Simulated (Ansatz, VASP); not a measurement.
**One calculation of Al3SiNO, two programs**

The input INCAR:

```
SYSTEM = Al3SiNO
  PREC = Accurate
  ENCUT = 600
  EDIFF = 1E-6
  ISMEAR = 0
  SIGMA = 0.1
  LREAL = .FALSE.
  LASPH = .TRUE.
  NELM = 150
  ALGO = Normal
  ISIF = 3
  LWAVE = .FALSE.
  LCHARG = .FALSE.
  ISPIN = 2
  MAGMOM = 0 0 0 0 1 1
  LORBIT = 11
  GGA = PE
  IBRION = 2
  NSW = 90
  EDIFFG = -0.04
```

The input KPOINTS:

```
regular mesh
0
G
  4 4 4
  0 0 0
```

The input POSCAR:

```
Al3SiNO
1.0
    4.8097241000      0.0000000000      0.0000000000
    0.0000000000      3.9209335100      0.0000000000
   -2.3511994100      0.0000000000      4.3163781000
Al Si N O
3 1 1 1
Direct
    0.3262700100      0.0000000000      0.6517660000
    0.6737299900      0.0000000000      0.3482340000
    0.5000000000      0.5000000000      0.5000000000
    0.5000000000      0.5000000000      0.0000000000
    0.0000000000      0.0000000000      0.0000000000
    0.0000000000      0.5000000000      0.5000000000
```

Input for Ansatz:

```yaml
crystal:
  lattice:
    - [4.8097241, 0.0, 0.0]
    - [0.0, 3.92093351, 0.0]
    - [-2.35119941, 0.0, 4.3163781]
  atoms:
    - { symbol: Al, position: [0.32627001, 0.0, 0.651766] }
    - { symbol: Al, position: [0.67372999, 0.0, 0.348234] }
    - { symbol: Al, position: [0.5, 0.5, 0.5] }
    - { symbol: Si, position: [0.5, 0.5, 0.0] }
    - { symbol: "N", position: [0.0, 0.0, 0.0], spin: 1.0 }
    - { symbol: O, position: [0.0, 0.5, 0.5], spin: 1.0 }
basis:
  ecutwfc: 420
kpoints:
  mp_grid: { grid: [4, 4, 4] }
hamiltonian:
  xc: pbe
scf:
  occupations: { method: gaussian, width: 0.1 }
  lower_state_search: "off"
output:
  forces: true
  stress: true
  eigenvalues: true
  populations: true
magnetization:
  spin_polarized: true
relax:
  adjacent_minimum: "off"
  f_tol: 0.04
  max_steps: 70
  cell: { stress_tol: 0.4 }
```

Change from the starting cell: species swapped into the DyGaFeCo3 type (P2/m, No. 10).

Alike in both runs: task relaxation of cell and atoms; functional PBE; k mesh 4 × 4 × 4; occupations gaussian, width 0.1 eV; collinear spin.

|  | VASP | Ansatz |
| --- | --- | --- |
| version | VASP 6.6.1 | Ansatz 0.2.0 |
| potentials or method | VASP PAW PBE potentials, release 64 (Al, Si, N, O), cutoff 600 eV | scalar-relativistic, plane waves, PAW |
| valence electrons in the cell | 24 | 24 |

|  | VASP | Ansatz | Ansatz less VASP |
| --- | --- | --- | --- |
| gap on the k mesh at the Fermi level, each at its own relaxed structure (eV) | none | none | - |
| net moment per atom (μB) | 0.00 | 0.00 | 0.000 |
| relaxed volume (Å³/atom) | 14.46 | 14.74 | +0.285 |
| relaxed cell length with the largest relative difference (Å) | 4.965 | 5.043 | +0.0782 |

A gap of «none» marks a metal or a gap that the smearing closes. Ansatz's warnings: seeded moment not kept.

The k mesh is coarse, so the values compare programs but aren't converged.
